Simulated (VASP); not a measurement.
Si:

```
CELL_PARAMETERS angstrom
2.57000 0.00000 0.00000
0.00000 2.57000 0.00000
0.00000 0.00000 2.57000
ATOMIC_POSITIONS crystal
Si 0.00000 0.00000 0.00000
```

| Property | Result |
| --- | --- |
| Program | VASP 6.6.1 |
| Task | relaxation of cell and atoms |
| Functional | PBE |
| Potentials or basis | VASP PAW PBE potentials, release 64 (Si) |
| Cutoff | 600 eV |
| k mesh | 18 × 18 × 18 |
| Occupations | gaussian, width 0.1 eV |
| Spin | no spin polarisation |

At the start: pressure -4.0 GPa; volume 16.97 Å³/atom.

Q: Where does the relaxation end?

A: Over 3 steps the energy falls by 9.2 meV/atom and the volume is 16.26 Å³/atom (-4.2 %); space group Pm-3m (No. 221, to 0.05 Å).

The path:
| step | energy change (eV) | largest force (eV/Å) | pressure (GPa) | volume (Å³) |
| --- | --- | --- | --- | --- |
| 1 | 0.0000 | 0.0000 | -3.95 | 16.97 |
| 2 | -0.0074 | 0.0000 | 1.92 | 15.97 |
| 3 | -0.0092 | 0.0000 | 0.01 | 16.26 |

Final structure:
```
CELL_PARAMETERS angstrom
2.53342 0.00000 0.00000
0.00000 2.53342 0.00000
0.00000 0.00000 2.53342
ATOMIC_POSITIONS crystal
Si 0.00000 0.00000 0.00000
```
